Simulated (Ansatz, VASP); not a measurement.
## One calculation of LiF, two programs

The input INCAR:

```
ALGO = Normal
EDIFF = 1E-7
EDIFFG = -0.002
ENCUT = 600
GGA = PS
IBRION = 2
ISIF = 3
ISMEAR = -1
LASPH = T
LCHARG = F
LREAL = F
LWAVE = F
NELM = 60
NSW = 100
PREC = Accurate
SIGMA = 0.05
```

Contents of KPOINTS:

```
k-points
0
Gamma
  16 16 16
```

The input POSCAR:

```
LiF
1.0
    0.0000000000      2.0140000000      2.0140000000
    2.0140000000      0.0000000000      2.0140000000
    2.0140000000      2.0140000000      0.0000000000
Li F
1 1
Direct
    0.0000000000      0.0000000000      0.0000000000
    0.5000000000      0.5000000000      0.5000000000
```

Input for Ansatz:

```yaml
crystal:
  lattice:
    - [0.0, 2.014, 2.014]
    - [2.014, 0.0, 2.014]
    - [2.014, 2.014, 0.0]
  atoms:
    - { symbol: Li, position: [0.0, 0.0, 0.0] }
    - { symbol: F, position: [0.5, 0.5, 0.5] }
kpoints:
  mp_grid: { grid: [16, 16, 16] }
scf:
  occupations: { method: fermi_dirac, width: 0.05 }
hamiltonian:
  xc: pbesol
  pseudopotentials: { kind: paw }
relax:
  f_tol: 0.002
  max_steps: 80
  cell: {}
output:
  forces: true
  stress: true
```

Alike in both runs: task relaxation of cell and atoms; functional PBEsol; k mesh 16 × 16 × 16; occupations fermi-dirac, width 0.05 eV; no spin polarisation.

|  | VASP | Ansatz |
| --- | --- | --- |
| version | VASP 6.6.1 | Ansatz 0.2.0 |
| potentials or method | VASP PAW PBE potentials, release 64 (Li_sv, F) | PAW with Ansatz's default frozen-core files, scalar-relativistic |
| plane-wave cutoff (eV) | 600 | 420 |
| valence electrons in the cell | 10 | 10 |

|  | VASP | Ansatz | Ansatz less VASP |
| --- | --- | --- | --- |
| relaxed volume (Å³/atom) | 7.99 | 8.05 | +0.062 |
| relaxed cell length with the largest relative difference (Å) | 2.827 | 2.834 | +0.0073 |

VASP's potentials were made for PBE, not for PBEsol.

Noted on VASP's run: the cutoff is short for stress, so the pressure is rough.
